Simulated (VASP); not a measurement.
KI, 2 atoms in the cell. Symmetry: Fm-3m, No. 225, cubic system. The conventional cell has a = 7.066 Å, b = 7.066 Å, c = 7.066 Å, α = 90.00°, β = 90.00°, γ = 90.00°. Within 4.6 Å of K (site symmetry m-3m) lie 6 I at 3.53 Å. Within 4.6 Å of I (site symmetry m-3m) lie 6 K at 3.53 Å. 

* Program: VASP 6.6.1
* Task: single point
* Functional: PBEsol
* Potentials or basis: VASP PAW PBE potentials, release 64 (K_sv, I)
* Cutoff: 520 eV
* k mesh: 8 × 8 × 8
* Occupations: gaussian, width 0.05 eV
* Spin: no spin polarisation
* Dipole correction: no
* Further INCAR settings: ALGO = Normal; EDIFF = 1e-07; NBANDS = 15

Potentials or basis: VASP PAW PBE potentials, release 64 (K_sv, I).

The run is started by

```bash
$ cat potpaw_PBE.64/K_sv/POTCAR potpaw_PBE.64/I/POTCAR > POTCAR
$ mpirun -np 1 vasp_std > vasp.out
```

Hardware: 1 thread of Oxide Virtual Turin-like Processor, on a shared host.

How long does it take, and how much memory?

Run time: 62 s on 1 thread of Oxide Virtual Turin-like Processor, on a shared host, peak memory 0.21 GiB. Counts: scf iterations 15, k points 29.
